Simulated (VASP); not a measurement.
# AlCu (Cmmm) in VASP: single point with PBEsol

Aim: the single point of AlCu with PBEsol.

Program: VASP 6.6.1. These are calculated values, not measurements. Logs are shortened: lines on timing, memory, paths and dates and some standing lists are left out, and cuts for length are marked.

### 1 The cell of the first run

The structure is orthorhombic, space group Cmmm (No. 65). Conventional cell: a = 4.118 Å, b = 4.243 Å, c = 2.956 Å, α = 90.00°, β = 90.00°, γ = 90.00°. Al (site symmetry mmm) has 8 Cu at 2.53 to 2.59 Å and 6 Al at 2.96 Å within 3.3 Å. Within 3.3 Å of Cu (site symmetry mmm) lie 8 Al at 2.53 to 2.59 Å and 6 Cu at 2.96 Å.

### 2 Single point, PBEsol (strain -0.0300 x Voigt [0, 0, 0, 0, 0, 1])

File INCAR:

```
SYSTEM = AlCu
  PREC = Accurate
  ENCUT = 520
  EDIFF = 1E-6
  ISMEAR = 0
  SIGMA = 0.15
  LREAL = .False.
  LASPH = .True.
  NELM = 60
  ALGO = Fast
  ISIF = 2
  LWAVE = .False.
  LCHARG = .True.
  GGA = PS
  LELF = .True.
  LVHAR = .True.
  NBANDS = 14
```

File KPOINTS:

```
regular mesh
0
Gamma
  20 20 20
  0 0 0
```

File POSCAR:

```
AlCu
1.0
    2.9560037103     -0.0443400557      0.0000000000
   -0.0443400557      2.9560037103      0.0000000000
    0.0000000000      0.0000000000      2.9560037103
Al Cu
1 1
Direct
    0.0000000000      0.0000000000      0.0000000000
    0.5000000000      0.5000000000      0.5000000000
```

Potentials or basis: VASP PAW PBE potentials, release 64 (Al, Cu).

Started as:

```bash
cat potpaw_PBE.64/Al/POTCAR potpaw_PBE.64/Cu/POTCAR > POTCAR
mpirun -np 1 vasp_std > vasp.out
```

OUTCAR:

```text
SYSTEM = AlCu
   PREC = Accurate
   ENCUT = 520
   EDIFF = 1E-6
   ISMEAR = 0
   LREAL = .False.
   LASPH = .True.
   NELM = 60
   ISIF = 2
   GGA = PS

 ion  position               nearest neighbor table
   1  0.000  0.000  0.000-   2 2.53   2 2.53   2 2.53   2 2.53   2 2.59   2 2.59   2 2.59   2 2.59

   2  0.500  0.500  0.500-   1 2.53   1 2.53   1 2.53   1 2.53   1 2.59   1 2.59   1 2.59   1 2.59

  LATTYP: Found a base centered orthorhombic cell.
 ALAT       =     4.1177142294
 B/A-ratio  =     1.0304568528
 C/A-ratio  =     0.7178749048

  Lattice vectors:

 A1 = (   2.9560037103,  -0.0443400557,   0.0000000000)
 A2 = (  -0.0443400557,   2.9560037103,   0.0000000000)
 A3 = (   0.0000000000,   0.0000000000,   2.9560037103)

Analysis of symmetry for initial positions (statically):
=====================================================================
 Subroutine PRICEL returns:
 Original cell was already a primitive cell.

 Routine SETGRP: Setting up the symmetry group for a
 base centered orthorhombic supercell.

 Subroutine GETGRP returns: Found  8 space group operations
 (whereof  8 operations were pure point group operations)
 out of a pool of  8 trial point group operations.

The static configuration has the point symmetry D_2h.

Analysis of symmetry for dynamics (positions and initial velocities):
=====================================================================
 Subroutine PRICEL returns:
 Original cell was already a primitive cell.

 Routine SETGRP: Setting up the symmetry group for a
 base centered orthorhombic supercell.

 Subroutine GETGRP returns: Found  8 space group operations
 (whereof  8 operations were pure point group operations)
 out of a pool of  8 trial point group operations.

The dynamic configuration has the point symmetry D_2h.

 Subroutine INISYM returns: Found  8 space group operations
 (whereof  8 operations are pure point group operations),
 and found     1 'primitive' translations

----------------------------------------------------------------------------------------

                                     Primitive cell

  volume of cell :      25.8236

  direct lattice vectors                    reciprocal lattice vectors
     2.956003710 -0.044340056  0.000000000     0.338370702  0.005075561  0.000000000
    -0.044340056  2.956003710  0.000000000     0.005075561  0.338370702  0.000000000
     0.000000000  0.000000000  2.956003710     0.000000000  0.000000000  0.338294569

  length of vectors
     2.956336242  2.956336242  2.956003710     0.338408767  0.338408767  0.338294569

  position of ions in fractional coordinates (direct lattice)
     0.000000000  0.000000000  0.000000000
     0.500000000  0.500000000  0.500000000

  ion indices of the primitive-cell ions
   primitive index   ion index
                 1           1
                 2           2

----------------------------------------------------------------------------------------

 KPOINTS: regular mesh

Automatic generation of k-mesh.
 Grid dimensions read from file:
 generate k-points for:   20   20   20

 Generating k-lattice:

  Cartesian coordinates                     Fractional coordinates (reciprocal lattice)
     0.016918535  0.000253778  0.000000000     0.050000000 -0.000000000  0.000000000
     0.000253778  0.016918535  0.000000000    -0.000000000  0.050000000  0.000000000
     0.000000000  0.000000000  0.016914728     0.000000000  0.000000000  0.050000000

  Length of vectors
     0.016920438  0.016920438  0.016914728

  Shift w.r.t. Gamma in fractional coordinates (k-lattice)
     0.000000000  0.000000000  0.000000000

 Subroutine IBZKPT returns following result:
 ===========================================

 Found   1221 irreducible k-points:

 Following reciprocal coordinates:
            Coordinates               Weight
  0.000000  0.000000  0.000000      1.000000
  0.050000  0.000000  0.000000      4.000000
  0.100000  0.000000  0.000000      4.000000
  0.150000 -0.000000  0.000000      4.000000
  0.200000  0.000000  0.000000      4.000000
  0.250000  0.000000  0.000000      4.000000
[... 16 lines left out ...]
 -0.400000  0.050000  0.000000      4.000000
 -0.350000  0.050000  0.000000      4.000000
 [... further k-points ...]
   k-points           NKPTS =   1221   k-points in BZ     NKDIM =   1221   number of bands    NBANDS=     14
   number of dos      NEDOS =    301   number of ions     NIONS =      2
   total plane-waves  NPLWV =  13824
   dimension x,y,z NGX =    24 NGY =   24 NGZ =   24
   dimension x,y,z NGXF=    48 NGYF=   48 NGZF=   48
   ions per type =               1   1
   NGX,Y,Z   is equivalent  to a cutoff of  13.50, 13.50, 13.50 a.u.
   NGXF,Y,Z  is equivalent  to a cutoff of  26.99, 26.99, 27.00 a.u.
 SYSTEM =  AlCu
   PREC   = accura    normal or accurate (medium, high low for compatibility)
   ISTART =      0    job   : 0-new  1-cont  2-samecut
   ICHARG =      2    charge: 1-file 2-atom 10-const
   ISPIN  =      1    spin polarized calculation?
   LNONCOLLINEAR =      F non collinear calculations
   LSORBIT =      F    spin-orbit coupling
   LASPH  =      T    aspherical Exc in radial PAW
   ENCUT  =  520.0 eV  38.22 Ry    6.18 a.u.   5.50  5.50  5.50*2*pi/ulx,y,z
   NELM   =     60;   NELMIN=  2; NELMDL= -5     # of ELM steps
   EDIFF  = 0.1E-05   stopping-criterion for ELM
   LREAL  =      F    real-space projection
   EDIFFG = 0.1E-04   stopping-criterion for IOM
   NSW    =      0    number of steps for IOM
   IBRION =     -1    ionic relax: 0-MD 1-quasi-New 2-CG
   NFREE  =      0    steps in history (QN), initial steepest desc. (CG)
   ISIF   =      2    stress and relaxation
   ISYM   =      2    0-nonsym 1-usesym 2-fastsym
   POTIM  = 0.5000    time-step for ionic-motion
   TEBEG  =    0.0;   TEEND  =   0.0 temperature during run
   PSTRESS=    0.0 pullay stress
   NELECT =      14.0000    total number of electrons
   NUPDOWN=      -1.0000    fix difference up-down
   EMIN   =  10.00;   EMAX   =-10.00  energy-range for DOS
   EFERMI =   0.00;   METHOD = LEGACY
   ISMEAR =     0;   SIGMA  =   0.15  broadening in eV -4-tet -1-fermi 0-gaus
   EFERMI_NEDOS =   21; number of points for ismear=-14 and -15
   IALGO  =     68    algorithm
   IMIX   =      4    mixing-type and parameters
     AMIX     =   0.40;   BMIX     =  1.00
     AMIX_MAG =   1.60;   BMIX_MAG =  1.00
  volume/ion in A,a.u.               =      12.91        87.13
  Fermi-wavevector in a.u.,A,eV,Ry     =   1.334889  2.522574 24.244606  1.781928
  Thomas-Fermi vector in A             =   2.463635
   LORBIT       =      0    0 simple, 1 ext, 2 COOP (PROOUT), +10 PAW based schemes
   GGA     = PS    functional components
   LHFCALC =     F    Hartree Fock is set to
   AEXX    =    0.0000 exact exchange contribution
   IVDW    =     0    specifies the selected vdW correction
   LEPSILON=     F    determine dielectric tensor
   LRPA    =     F    only Hartree local field effects (RPA)
 non-spin polarized calculation
 RMM-DIIS sequential band-by-band and
 Gauss-broadening in eV      SIGMA  =   0.15
  energy-cutoff  :      520.00
  volume of cell :       25.82
 maximum number of plane-waves:       723
 NGX is ok and might be reduce to    24
   NGX = 11   NGY = 11   NGZ = 11

 number of electron      14.0000017 magnetization

 Free energy of the ion-electron system (eV)
  ---------------------------------------------------
  ext. energy  EPLUGINS =         0.00000000
  ---------------------------------------------------
  free energy    TOTEN  =        -8.71029137 eV

  energy without entropy =       -8.70275440  energy(sigma->0) =       -8.70652289

 E-fermi :   9.5009     XC(G=0): -11.8072

 val. band max:        9.5004602318   @ k =  -0.2000   0.0500   0.0500
 cond. band min:       9.5014017693   @ k =  -0.3500   0.0500   0.4000
 fundamental gap:      0.0009415375
 Fermi energy:         9.5009100188

 k-point     1 :       0.0000    0.0000    0.0000
  band No.  band energies     occupation
      1      -2.3292      2.00000
      2       4.3806      2.00000
      3       4.3850      2.00000
      4       5.4340      2.00000
      5       5.4665      2.00000
      6       5.4987      2.00000
      7      13.3183      0.00000
      8      13.4227      0.00000
      9      13.5508      0.00000
     10      15.8715      0.00000
     11      15.8779      0.00000
     12      20.1045      0.00000
     13      28.1567      0.00000
     14      28.2970      0.00000

 k-point     2 :       0.0500    0.0000    0.0000
  band No.  band energies     occupation
      1      -2.2856      2.00000
      2       4.3853      2.00000
      3       4.3896      2.00000
      4       5.4277      2.00000
      5       5.4540      2.00000
      6       5.4938      2.00000
      7      12.8293      0.00000
      8      13.4755      0.00000
      9      13.5028      0.00000
     10      15.8878      0.00000
     11      16.3945      0.00000
     12      20.2793      0.00000
     13      27.4718      0.00000
     14      27.6536      0.00000

 k-point     3 :       0.1000    0.0000    0.0000
  band No.  band energies     occupation
      1      -2.1551      2.00000
      2       4.3906      2.00000
      3       4.4084      2.00000
      4       5.4027      2.00000
      5       5.4182      2.00000
      6       5.4867      2.00000
      7      11.7269      0.00000
      8      13.6324      0.00000
      9      13.6448      0.00000
     10      15.9319      0.00000
     11      17.2565      0.00000
     12      20.8450      0.00000
     13      26.3042      0.00000
     14      26.5014      0.00000

 k-point     4 :       0.1500   -0.0000    0.0000
  band No.  band energies     occupation
      1      -1.9386      2.00000
      2       4.3877      2.00000
      3       4.4392      2.00000
      4       5.3545      2.00000
      5       5.3638      2.00000
      6       5.4862      2.00000
      7      10.5397      0.00000
      8      13.8890      0.00000
      9      13.8949      0.00000
     10      16.0046      0.00000
     11      17.9754      0.00000
     12      21.8403      0.00000
     13      25.0936      0.00000
     14      25.2784      0.00000

 k-point     5 :       0.2000    0.0000    0.0000
  band No.  band energies     occupation
      1      -1.6372      2.00000
      2       4.3584      2.00000
      3       4.4785      2.00000
      4       5.2905      2.00000
      5       5.2973      2.00000
      6       5.4909      2.00000
      7       9.3958      1.67842
      8      14.2376      0.00000
      9      14.2392      0.00000
     10      16.1046      0.00000
     11      18.5248      0.00000
[... 276 lines left out ...]
 k-point    22 :      -0.4500    0.0500    0.0000
  band No.  band energies     occupation
      1       1.0400      2.00000
      2       2.5063      2.00000
      3       4.6687      2.00000
      4       5.0177      2.00000
      5       5.0228      2.00000
      6       5.5121      2.00000
      7       6.3127      2.00000
      8      16.2379      0.00000
      9      17.0005      0.00000
     10      17.1657      0.00000
     11      18.6541      0.00000
     12      18.9758      0.00000
     13      21.2704      0.00000
     14      22.7300      0.00000

 k-point    23 :      -0.4000    0.0500    0.0000
  band No.  band energies     occupation
      1       0.3764      2.00000
      2       3.1770      2.00000
      3       4.6479      2.00000
      4       5.0476      2.00000
      5       5.0515      2.00000
      6       5.5081      2.00000
      7       6.5046      2.00000
      8      15.8171      0.00000
      9      16.4611      0.00000
     10      16.8882      0.00000
     11      19.1890      0.00000
     12      19.8744      0.00000
     13      20.6768      0.00000
     14      23.2555      0.00000

 k-point    24 :      -0.3500    0.0500    0.0000
  band No.  band energies     occupation
      1      -0.2282      2.00000
      2       3.7243      2.00000
      3       4.6149      2.00000
      4       5.0941      2.00000
      5       5.0948      2.00000
      6       5.5018      2.00000
      7       6.8981      2.00000
      8      15.2472      0.00000
      9      15.8084      0.00000
     10      16.7990      0.00000
     11      19.9439      0.00000
     12      20.1387      0.00000
     13      20.8495      0.00000
     14      23.9139      0.00000

 [... further k-points ...]
[... 5 lines left out ...]
  --------------------------------------------------------------------------------------
  -------------------------------------------------------------------------------------
  Total        0.0204980      0.0204980     -0.0289369      0.2219426      0.0000000      0.0000000
  in kB        1.2717570      1.2717570     -1.7953315     13.7700006      0.0000000      0.0000000
  external PRESSURE =       0.2493942 kB  Pullay stress =       0.0000000 kB

 VOLUME and BASIS-vectors are now :
 -----------------------------------------------------------------------------
  energy-cutoff  :      520.00
  volume of cell :       25.82
      direct lattice vectors                 reciprocal lattice vectors
     2.956003710 -0.044340056  0.000000000     0.338370702  0.005075561  0.000000000
    -0.044340056  2.956003710  0.000000000     0.005075561  0.338370702  0.000000000
     0.000000000  0.000000000  2.956003710     0.000000000  0.000000000  0.338294569

 POSITION                                       TOTAL-FORCE (eV/Angst)
 -----------------------------------------------------------------------------------
      0.00000      0.00000      0.00000         0.000000      0.000000      0.000000
      1.45583      1.45583      1.47800        -0.000000      0.000000      0.000000
 -----------------------------------------------------------------------------------
    total drift:                                0.000000      0.000000     -0.000000

  FREE ENERGIE OF THE ION-ELECTRON SYSTEM (eV)
  ---------------------------------------------------
  free  energy   TOTEN  =        -8.7102913699 eV

  energy  without entropy=       -8.7027544012  energy(sigma->0) =       -8.70652289
```

Run time: 2.9 min. Hardware: 1 thread of Intel Xeon Platinum 8488C (Sapphire Rapids), shared host; peak memory 0.53 GiB.

Results:

* Free energy: -8.7103 eV
* Pressure: 0.0 GPa
* Band gap on the k mesh: zero (bands 7 and 8 overlap by 4.74 eV)

Levels at points of the mesh, in eV from the Fermi level:
| k point | band 5 | band 6 | band 7 | band 8 | band 9 | band 10 |
| --- | --- | --- | --- | --- | --- | --- |
| (0.00, 0.00, 0.00) | -4.03 | -4.00 | 3.82 | 3.92 | 4.05 | 6.37 |
| (0.50, 0.00, 0.00) | -4.49 | -3.98 | -3.24 | 7.13 | 8.18 | 8.26 |
| (0.50, 0.50, 0.00) | -4.07 | -3.69 | -3.63 | -0.92 | 0.04 | 10.46 |
| (0.00, 0.00, 0.50) | -4.45 | -3.98 | -3.25 | 7.23 | 8.07 | 8.32 |
| (0.50, 0.00, 0.50) | -3.88 | -3.88 | -3.63 | -0.86 | -0.03 | 10.41 |
| (0.50, 0.50, 0.50) | -3.61 | 0.47 | 0.59 | 0.83 | 2.10 | 2.17 |

Caveat: the cell differs from its parent crystal (strain -0.0300 x Voigt [0, 0, 0, 0, 0, 1]); the PAW data sets were made with another functional, which shifts forces and pressure a little.
